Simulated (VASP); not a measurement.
Wanted: the native input for a VASP 6.6.1 run.

```yaml
Task: single point
Functional: LDA
Potentials_or_basis: VASP PAW LDA potentials, release 64 (Ti_sv, Al)
Cutoff: 520 eV
k_mesh: 6 × 6 × 4
Occupations: gaussian, width 0.1 eV
Spin: no spin polarisation
Dipole_correction: no
Further_INCAR_settings: ALGO = Normal; EDIFF = 1e-06; NBANDS = 14
```

The structure of TiAl (vib) lies in POSCAR:

```
TiAl
1.0
    2.8107518100      0.0000000000      0.0000000000
    0.0000000000      2.8107518100      0.0000000000
    0.0000000000      0.0000000000      4.0664219200
Ti Al
1 1
Direct
    0.5000000000      0.5000000000      0.5000000000
    0.0000000000      0.0000000000      0.0000000000
```

One way to write it, as run:

INCAR

```
PREC = Accurate ; ENCUT = 520
EDIFF = 1E-6 ; ISMEAR = 0
SIGMA = 0.1 ; LREAL = F
LASPH = T ; NELM = 80
ALGO = Normal ; ISIF = 2
LWAVE = F ; LCHARG = F
GGA = CA ; NBANDS = 14
```

KPOINTS

```
regular mesh
0
Gamma
  6 6 4
```

Potentials or basis: VASP PAW LDA potentials, release 64 (Ti_sv, Al).

The run is started by

```console
$ cat potpaw_LDA.64/Ti_sv/POTCAR potpaw_LDA.64/Al/POTCAR > POTCAR
$ mpirun -np 1 vasp_std > vasp.out
```

It gave:

```yaml
Pressure: -5.3 GPa
```

Caveat: the k points lie up to 0.39 Å⁻¹ apart.

It took 8.4 s on 1 thread of Intel(R) Xeon(R) Platinum 8259CL CPU @ 2.50GHz (Skylake/Cascade Lake), on a shared host, peak memory 0.13 GiB.
